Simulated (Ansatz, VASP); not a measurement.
One calculation of Be3NbP, two programs

```
Be Nb P
1.0
     3.69688    0.00000    0.00000
     0.00000    3.69688    0.00000
     0.00000    0.00000    3.69688
Be Nb P
3 1 1
Direct
  0.00000 0.50000 0.50000
  0.50000 0.50000 0.00000
  0.50000 0.00000 0.50000
  0.00000 0.00000 0.00000
  0.50000 0.50000 0.50000
```

Change from the starting cell: species swapped into the AlFe3C type (Pm-3m, No. 221).

Alike in both runs: task relaxation of cell and atoms; functional PBE; k mesh 6 × 6 × 6; occupations gaussian, width 0.1 eV; no spin polarisation.

```csv
,VASP,Ansatz
version,VASP 6.6.1,Ansatz 0.2.0
potentials or method,"VASP PAW PBE potentials, release 64 (Be, Nb_sv, P), cutoff 600 eV","scalar-relativistic, plane waves, PAW"
valence electrons in the cell,24,24
```

|  | VASP | Ansatz | Ansatz less VASP |
| --- | --- | --- | --- |
| gap on the k mesh at the Fermi level, each at its own relaxed structure (eV) | none | none | - |
| relaxed volume (Å³/atom) | 12.86 | 12.87 | +0.015 |
| relaxed cell length with the largest relative difference (Å) | 4.006 | 4.008 | +0.0016 |

A gap of «none» marks a metal or a gap that the smearing closes.

Noted on VASP's run: the volume moved by over 15 % at a fixed basis, so the end points are rough.
